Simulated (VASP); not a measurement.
Crystal: Ti.

```
Ti
1.0
     0.00000    2.17259    2.17259
     2.17259    0.00000    2.17259
     2.17259    2.17259    0.00000
Ti
1
Direct
  0.00000 0.00000 0.00000
```

This isn't the form of Ti at room conditions, which is hcp.

Base run:

* Program: VASP 6.6.1
* Functional: PBE
* Potentials or basis: VASP PAW PBE potentials, release 64 (Ti_sv)
* Cutoff: 520 eV
* k mesh: 20 × 20 × 20
* Occupations: gaussian, width 0.15 eV
* Spin: collinear spin
* Starting moments: [0.875] μB
* Fixed moment: 0.875 μB

Its results: pressure -12.0 GPa; site moments Ti +0.58 μB.

Q: The run is repeated on the same cell with these changes: fixed moment from 0.875 μB to 1 μB; moments at the start from [0.88] to [1.0]. What comes out?

A: Pressure -11.5 GPa; site moments Ti +0.66 μB.

Caveats: the cell stands under tension; the total moment is fixed, so each spin has its own Fermi level and the state may be an excited one.
